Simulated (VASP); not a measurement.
A run of VASP 6.6.1:

File INCAR:

```
SYSTEM = MnSe
  PREC = Accurate
  ENCUT = 520
  EDIFF = 1E-6
  ISMEAR = 0
  SIGMA = 0.05
  LREAL = .False.
  LASPH = .True.
  NELM = 150
  ALGO = Normal
  ISIF = 2
  LWAVE = .False.
  LCHARG = .False.
  ISPIN = 2
  MAGMOM = 5.1 -5.1 0 0
  LORBIT = 11
  LMAXMIX = 4
  LDAU = .True.
  LDAUTYPE = 2
  LDAUL = 2 -1
  LDAUU = 8 0
  LDAUJ = 0 0
  LDAUPRINT = 1
  GGA = PS
  NBANDS = 31
```

KPOINTS

```
regular mesh
0
Gamma
  6 6 6
  0 0 0
```

File POSCAR:

```
MnSe
1.0
    0.0000000000      2.7239995800      2.7239995800
    5.4479991600      2.7239995800      2.7239995800
    5.4479991600      5.4479991600      0.0000000000
Mn Se
2 2
Direct
    0.0000000000      0.0000000000      0.0000000000
    0.0000000000      0.0000000000      0.5000000000
    0.5000000000      0.5000000000      0.0000000000
    0.5000000000      0.5000000000      0.5000000000
```

Potentials or basis: VASP PAW PBE potentials, release 64 (Mn_pv, Se).

Launch:

```bash
$ cat potpaw_PBE.64/Mn_pv/POTCAR potpaw_PBE.64/Se/POTCAR > POTCAR
$ mpirun -np 1 vasp_std > vasp.out
```

Hardware: 1 thread of AMD EPYC 9R45 96-Core Processor (Zen 5), with other jobs on the host.

Estimate the wall time of this run.

It took 3.8 min on 1 thread of AMD EPYC 9R45 96-Core Processor (Zen 5) (shared host), peak memory 0.39 GiB. Counts: scf iterations 14, k points 40.
